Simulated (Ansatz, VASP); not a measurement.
**Cu in VASP and in Ansatz**

Contents of POSCAR:

```
Cu
1.0
    2.4823658959      0.0000000000      0.0000000000
   -1.2411829479      2.1497919273      0.0000000000
    0.0000000000      0.0000000000      4.0286174227
Cu
2
Direct
    0.6666666667      0.3333333333      0.7500000000
    0.3333333333      0.6666666667      0.2500000000
```

The input INCAR.step1:

```
SYSTEM = Cu
  ALGO = Normal
  EDIFF = 1E-5
  ENCUT = 520
  GGA = PE
  ISIF = 2
  ISMEAR = -1
  LASPH = .True.
  LREAL = .False.
  LWAVE = .True.
  NBANDS = 18
  NELM = 80
  PREC = Accurate
  SIGMA = 0.05
```

File INCAR.step2:

```
SYSTEM = Cu
  AEXX = 0.25
  ALGO = Normal
  EDIFF = 1E-6
  ENCUT = 520
  GGA = PE
  ISIF = 2
  ISMEAR = -1
  ISTART = 1
  LASPH = .True.
  LCHARG = .True.
  LELF = .True.
  LHFCALC = .True.
  LREAL = .False.
  LVHAR = .True.
  LWAVE = .False.
  NBANDS = 18
  NELM = 80
  PREC = Accurate
  PRECFOCK = Normal
  SIGMA = 0.05
```

KPOINTS

```
k-points
0
Gamma
  8 8 4
  0 0 0
```

Contents of input:

```
crystal:
  lattice:
    - [2.4823658959, 0.0, 0.0]
    - [-1.2411829479, 2.1497919273, 0.0]
    - [0.0, 0.0, 4.0286174227]
  atoms:
    - { symbol: Cu, position: [0.6666666667, 0.3333333333, 0.75] }
    - { symbol: Cu, position: [0.3333333333, 0.6666666667, 0.25] }
hamiltonian:
  xc: pbe0
  pseudopotentials: { kind: paw }
kpoints:
  mp_grid: { grid: [8, 8, 4] }
scf:
  occupations: { method: fermi_dirac, width: 0.05 }
output:
  forces: true
  stress: true
  eigenvalues: true
  write_density: true
  write_potential: true
  elf: true
  volumetric_format: npy
```

Alike in both runs: task single point; functional PBE0; k mesh 8 × 8 × 4; occupations fermi-dirac, width 0.05 eV; no spin polarisation.

|  | VASP | Ansatz |
| --- | --- | --- |
| version | VASP 6.6.1 | Ansatz 0.2.0 |
| potentials or method | VASP PAW PBE potentials, release 64 (Cu) | Ansatz PAW |
| plane-wave cutoff (eV) | 520 | 420 |
| valence electrons in the cell | 22 | 38 |

```tsv
	VASP	Ansatz	Ansatz less VASP
gap on the k mesh at the Fermi level (eV)	none	none	-
pressure (GPa)	18.6	18.2	-0.33
traceless stress, the component that is largest in VASP (GPa)	-1.44	-5.16	-3.719
```

A gap of «none» marks a metal or a gap that the smearing closes. The functional is the same, so the differences come from potentials, cutoffs and numerics. VASP's potentials hold 22 valence electrons a cell and Ansatz's 38, so a difference there can come from the potentials and not from the codes.

The k mesh is coarse, so the values compare programs but aren't converged.
